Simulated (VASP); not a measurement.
# ZnO (P6_3mc) in VASP: notebook

Runs on ZnO. Level: r2SCAN. Tasks: single point, relaxation of cell and atoms.

All numbers are computed with VASP 6.6.1; they aren't measurements. Logs are shortened: lines on timing, memory, paths and dates and some standing lists are left out, and cuts for length are marked.

### 1 The cell of the first run

It takes space group P6_3mc (No. 186, hexagonal). Conventional cell: a = 3.235 Å, b = 3.235 Å, c = 5.212 Å, α = 90.00°, β = 90.00°, γ = 120.00°. Zn (site symmetry 3m) has 4 O at 1.97 to 1.98 Å within 2.6 Å. Within 2.6 Å of O (site symmetry 3m) lie 4 Zn at 1.97 to 1.98 Å.

### 2 Single point, r2SCAN

Input file POSCAR:

```
ZnO
1.0
    3.2348782204      0.0000000000      0.0000000000
   -1.6174391102      2.8014867170      0.0000000000
    0.0000000000      0.0000000000      5.2122740301
Zn O
2 2
Direct
    0.6666666667      0.3333333333      0.5004285609
    0.3333333333      0.6666666667      0.0004285609
    0.6666666667      0.3333333333      0.8798814391
    0.3333333333      0.6666666667      0.3798814391
```

Input file INCAR.step1:

```
SYSTEM = ZnO
ALGO = Normal
EDIFF = 1E-4
ENCUT = 520
GGA = PE
ISMEAR = 0
LASPH = .TRUE.
LCHARG = .FALSE.
LREAL = .FALSE.
LWAVE = .TRUE.
NBANDS = 26
NELM = 100
PREC = Accurate
SIGMA = 0.02
```

Input file INCAR.step2:

```
SYSTEM = ZnO
ALGO = Normal
EDIFF = 1E-7
ENCUT = 520
ISIF = 2
ISMEAR = 0
ISTART = 1
LASPH = .TRUE.
LCHARG = .FALSE.
LMIXTAU = .TRUE.
LREAL = .FALSE.
LWAVE = .FALSE.
METAGGA = R2SCAN
NBANDS = 26
NELM = 100
PREC = Accurate
SIGMA = 0.02
```

Input file KPOINTS:

```
k-points
0
G
  9 9 6
  0 0 0
```

Potentials or basis: VASP PAW PBE potentials, release 64 (Zn, O).

Launch:

```bash
$ cat potpaw_PBE.64/Zn/POTCAR potpaw_PBE.64/O/POTCAR > POTCAR
$ cp INCAR.step1 INCAR
$ mpirun -np 1 vasp_std > vasp.out
$ cp INCAR.step2 INCAR
$ mpirun -np 1 vasp_std > vasp.out
```

OUTCAR:

```text
SYSTEM = ZnO
   EDIFF = 1E-7
   ENCUT = 520
   ISIF = 2
   ISMEAR = 0
   ISTART = 1
   LASPH = .TRUE.
   LREAL = .FALSE.
   METAGGA = R2SCAN
   NELM = 100
   PREC = Accurate

 ion  position               nearest neighbor table
   1  0.667  0.333  0.500-   4 1.97   4 1.97   4 1.97   3 1.98
   2  0.333  0.667  0.000-   3 1.97   3 1.97   3 1.97   4 1.98
   3  0.667  0.333  0.880-   2 1.97   2 1.97   2 1.97   1 1.98
   4  0.333  0.667  0.380-   1 1.97   1 1.97   1 1.97   2 1.98

  LATTYP: Found a hexagonal cell.
 ALAT       =     3.2348782204
 C/A-ratio  =     1.6112736477

  Lattice vectors:

 A1 = (   3.2348782204,   0.0000000000,   0.0000000000)
 A2 = (  -1.6174391102,   2.8014867170,   0.0000000000)
 A3 = (   0.0000000000,   0.0000000000,   5.2122740301)

Analysis of symmetry for initial positions (statically):
=====================================================================
 Subroutine PRICEL returns:
 Original cell was already a primitive cell.

 Routine SETGRP: Setting up the symmetry group for a
 hexagonal supercell.

 Subroutine GETGRP returns: Found 12 space group operations
 (whereof  6 operations were pure point group operations)
 out of a pool of 24 trial point group operations.

The static configuration has the point symmetry C_3v.
 The point group associated with its full space group is C_6v.

Analysis of symmetry for dynamics (positions and initial velocities):
=====================================================================
 Subroutine PRICEL returns:
 Original cell was already a primitive cell.

 Routine SETGRP: Setting up the symmetry group for a
 hexagonal supercell.

 Subroutine GETGRP returns: Found 12 space group operations
 (whereof  6 operations were pure point group operations)
 out of a pool of 24 trial point group operations.

The dynamic configuration has the point symmetry C_3v.
 The point group associated with its full space group is C_6v.

 Subroutine INISYM returns: Found 12 space group operations
 (whereof  6 operations are pure point group operations),
 and found     1 'primitive' translations

----------------------------------------------------------------------------------------

                                     Primitive cell

  volume of cell :      47.2361

  direct lattice vectors                    reciprocal lattice vectors
     3.234878220  0.000000000  0.000000000     0.309130648  0.178476663  0.000000000
    -1.617439110  2.801486717  0.000000000     0.000000000  0.356953326  0.000000000
     0.000000000  0.000000000  5.212274030     0.000000000  0.000000000  0.191854840

  length of vectors
     3.234878220  3.234878220  5.212274030     0.356953326  0.356953326  0.191854840

  position of ions in fractional coordinates (direct lattice)
     0.666666667  0.333333333  0.500428561
     0.333333333  0.666666667  0.000428561
     0.666666667  0.333333333  0.879881439
     0.333333333  0.666666667  0.379881439

  ion indices of the primitive-cell ions
   primitive index   ion index
                 1           1
                 2           2
                 3           3
                 4           4

----------------------------------------------------------------------------------------

 KPOINTS: k-points

Automatic generation of k-mesh.
 Grid dimensions read from file:
 generate k-points for:    9    9    6

 Generating k-lattice:

  Cartesian coordinates                     Fractional coordinates (reciprocal lattice)
     0.034347850  0.019830740  0.000000000     0.111111111  0.000000000  0.000000000
     0.000000000  0.039661481  0.000000000     0.000000000  0.111111111  0.000000000
     0.000000000  0.000000000  0.031975807     0.000000000  0.000000000  0.166666667

  Length of vectors
     0.039661481  0.039661481  0.031975807

  Shift w.r.t. Gamma in fractional coordinates (k-lattice)
     0.000000000  0.000000000  0.000000000

 Subroutine IBZKPT returns following result:
 ===========================================

 Found     48 irreducible k-points:

 Following reciprocal coordinates:
            Coordinates               Weight
  0.000000  0.000000  0.000000      1.000000
  0.111111 -0.000000  0.000000      6.000000
  0.222222 -0.000000  0.000000      6.000000
  0.333333 -0.000000  0.000000      6.000000
  0.444444 -0.000000  0.000000      6.000000
  0.111111  0.111111  0.000000      6.000000
[... 16 lines left out ...]
  0.333333  0.222222  0.166667     24.000000
  0.333333  0.333333  0.166667      4.000000
 [... further k-points ...]
   k-points           NKPTS =     48   k-points in BZ     NKDIM =     48   number of bands    NBANDS=     26
   number of dos      NEDOS =    301   number of ions     NIONS =      4
   total plane-waves  NPLWV =  23040
   dimension x,y,z NGX =    24 NGY =   24 NGZ =   40
   dimension x,y,z NGXF=    48 NGYF=   48 NGZF=   80
   ions per type =               2   2
   NGX,Y,Z   is equivalent  to a cutoff of  12.33, 12.33, 12.76 a.u.
   NGXF,Y,Z  is equivalent  to a cutoff of  24.67, 24.67, 25.52 a.u.
 SYSTEM =  ZnO
   PREC   = accura    normal or accurate (medium, high low for compatibility)
   ISTART =      1    job   : 0-new  1-cont  2-samecut
   ICHARG =      0    charge: 1-file 2-atom 10-const
   ISPIN  =      1    spin polarized calculation?
   LNONCOLLINEAR =      F non collinear calculations
   LSORBIT =      F    spin-orbit coupling
   LASPH  =      T    aspherical Exc in radial PAW
   ENCUT  =  520.0 eV  38.22 Ry    6.18 a.u.   6.01  6.01  9.69*2*pi/ulx,y,z
   NELM   =    100;   NELMIN=  2; NELMDL=  0     # of ELM steps
   EDIFF  = 0.1E-06   stopping-criterion for ELM
   LREAL  =      F    real-space projection
   EDIFFG = 0.1E-05   stopping-criterion for IOM
   NSW    =      0    number of steps for IOM
   IBRION =     -1    ionic relax: 0-MD 1-quasi-New 2-CG
   NFREE  =      0    steps in history (QN), initial steepest desc. (CG)
   ISIF   =      2    stress and relaxation
   ISYM   =      2    0-nonsym 1-usesym 2-fastsym
   POTIM  = 0.5000    time-step for ionic-motion
   TEBEG  =    0.0;   TEEND  =   0.0 temperature during run
   PSTRESS=    0.0 pullay stress
   NELECT =      36.0000    total number of electrons
   NUPDOWN=      -1.0000    fix difference up-down
   EMIN   =  10.00;   EMAX   =-10.00  energy-range for DOS
   EFERMI =   0.00;   METHOD = LEGACY
   ISMEAR =     0;   SIGMA  =   0.02  broadening in eV -4-tet -1-fermi 0-gaus
   EFERMI_NEDOS =   21; number of points for ismear=-14 and -15
   IALGO  =     38    algorithm
   IMIX   =      4    mixing-type and parameters
     AMIX     =   0.40;   BMIX     =  1.00
     AMIX_MAG =   1.60;   BMIX_MAG =  1.00
  volume/ion in A,a.u.               =      11.81        79.69
  Fermi-wavevector in a.u.,A,eV,Ry     =   1.495378  2.825855 30.424754  2.236156
  Thomas-Fermi vector in A             =   2.607531
   LORBIT       =      0    0 simple, 1 ext, 2 COOP (PROOUT), +10 PAW based schemes
   METAGGA = R2SCAN    functional components
   LHFCALC =     F    Hartree Fock is set to
   AEXX    =    0.0000 exact exchange contribution
   IVDW    =     0    specifies the selected vdW correction
   LEPSILON=     F    determine dielectric tensor
   LRPA    =     F    only Hartree local field effects (RPA)
 non-spin polarized calculation
 Gauss-broadening in eV      SIGMA  =   0.02
  energy-cutoff  :      520.00
  volume of cell :       47.24
 maximum number of plane-waves:      1292
   NGX = 13   NGY = 13   NGZ = 19

 number of electron      36.0000016 magnetization

 Free energy of the ion-electron system (eV)
  ---------------------------------------------------
  ext. energy  EPLUGINS =         0.00000000
  ---------------------------------------------------
  free energy    TOTEN  =       -36.31708094 eV

  energy without entropy =      -36.31708094  energy(sigma->0) =      -36.31708094

 E-fermi :   1.0454     XC(G=0): -11.7066

 val. band max:        0.9190737633   @ k =   0.0000   0.0000   0.0000
 cond. band min:       2.1536037065   @ k =   0.0000   0.0000   0.0000
 fundamental gap:      1.2345299432
 Fermi energy:         1.0454344648

 k-point     1 :       0.0000    0.0000    0.0000
  band No.  band energies     occupation
      1     -18.2268      2.00000
      2     -17.5309      2.00000
      3      -4.9387      2.00000
      4      -4.9387      2.00000
      5      -4.8847      2.00000
      6      -4.8379      2.00000
[... 18 lines left out ...]
     25      16.0409      0.00000
     26      16.0411      0.00000

 k-point     2 :       0.1111   -0.0000    0.0000
  band No.  band energies     occupation
      1     -18.1616      2.00000
      2     -17.5020      2.00000
      3      -5.0122      2.00000
      4      -4.8977      2.00000
      5      -4.8430      2.00000
      6      -4.7720      2.00000
[... 18 lines left out ...]
     25      16.0271      0.00000
     26      16.1936      0.00000

 k-point     3 :       0.2222   -0.0000    0.0000
  band No.  band energies     occupation
      1     -17.9874      2.00000
      2     -17.4326      2.00000
      3      -5.1540      2.00000
      4      -4.8288      2.00000
      5      -4.8004      2.00000
      6      -4.6860      2.00000
[... 18 lines left out ...]
     25      15.1524      0.00000
     26      16.1185      0.00000

 k-point     4 :       0.3333   -0.0000    0.0000
  band No.  band energies     occupation
      1     -17.7668      2.00000
      2     -17.3681      2.00000
      3      -5.2276      2.00000
      4      -4.8704      2.00000
      5      -4.7086      2.00000
      6      -4.5033      2.00000
[... 18 lines left out ...]
     25      15.1851      0.00000
     26      15.9636      0.00000
[... 496 lines left out ...]
      1     -17.6377      2.00000
      2     -17.3687      2.00000
      3      -5.0454      2.00000
      4      -4.9797      2.00000
      5      -4.6207      2.00000
      6      -4.5570      2.00000
[... 18 lines left out ...]
     25      13.5738      0.00000
     26      16.9128      0.00000

 k-point    23 :       0.3333    0.2222    0.1667
  band No.  band energies     occupation
      1     -17.4961      2.00000
      2     -17.3634      2.00000
      3      -5.0000      2.00000
      4      -4.7856      2.00000
      5      -4.6207      2.00000
      6      -4.4403      2.00000
[... 18 lines left out ...]
     25      14.3623      0.00000
     26      16.0175      0.00000

 k-point    24 :       0.3333    0.3333    0.1667
  band No.  band energies     occupation
      1     -17.4046      2.00000
      2     -17.4046      2.00000
      3      -4.9370      2.00000
      4      -4.6499      2.00000
      5      -4.6499      2.00000
      6      -4.3150      2.00000
[... 18 lines left out ...]
     25      15.0136      0.00000
     26      16.2771      0.00000

 [... further k-points ...]
[... 5 lines left out ...]
  --------------------------------------------------------------------------------------
  -------------------------------------------------------------------------------------
  Total        0.2844263      0.2844263      0.3204296      0.0000000      0.0000000      0.0000000
  in kB        9.6473167      9.6473167     10.8684974      0.0000000      0.0000000      0.0000000
  external PRESSURE =      10.0543770 kB  Pullay stress =       0.0000000 kB

 VOLUME and BASIS-vectors are now :
 -----------------------------------------------------------------------------
  energy-cutoff  :      520.00
  volume of cell :       47.24
      direct lattice vectors                 reciprocal lattice vectors
     3.234878220  0.000000000  0.000000000     0.309130648  0.178476663  0.000000000
    -1.617439110  2.801486717  0.000000000     0.000000000  0.356953326  0.000000000
     0.000000000  0.000000000  5.212274030     0.000000000  0.000000000  0.191854840

 POSITION                                       TOTAL-FORCE (eV/Angst)
 -----------------------------------------------------------------------------------
      1.61744      0.93383      2.60837         0.000000      0.000000     -0.015408
     -0.00000      1.86766      0.00223        -0.000000     -0.000000     -0.015408
      1.61744      0.93383      4.58618        -0.000000      0.000000      0.015408
     -0.00000      1.86766      1.98005        -0.000000      0.000000      0.015408
 -----------------------------------------------------------------------------------
    total drift:                                0.000000      0.000001     -0.087277

  FREE ENERGIE OF THE ION-ELECTRON SYSTEM (eV)
  ---------------------------------------------------
  free  energy   TOTEN  =       -36.3170809374 eV

  energy  without entropy=      -36.3170809374  energy(sigma->0) =      -36.31708094
```

Run time: 2.2 min. Hardware: 1 thread of Intel Xeon Platinum 8259CL at 2.50GHz (Skylake/Cascade Lake), shared host; peak memory 0.2 GiB.

Results:

```
Free energy            : -36.3171 eV
Pressure               : 1.0 GPa
Largest force          : 0.015 eV/Å
Band gap on the k mesh : 1.23 eV, direct
```

Forces in eV/Å, atoms in the order of the input:
```
Zn   0.000  0.000 -0.015
Zn   0.000  0.000 -0.015
O    0.000  0.000  0.015
O    0.000  0.000  0.015
```

Caveat: the PAW data sets were made with another functional, which shifts forces and pressure a little.

[end of part 1 of 2]
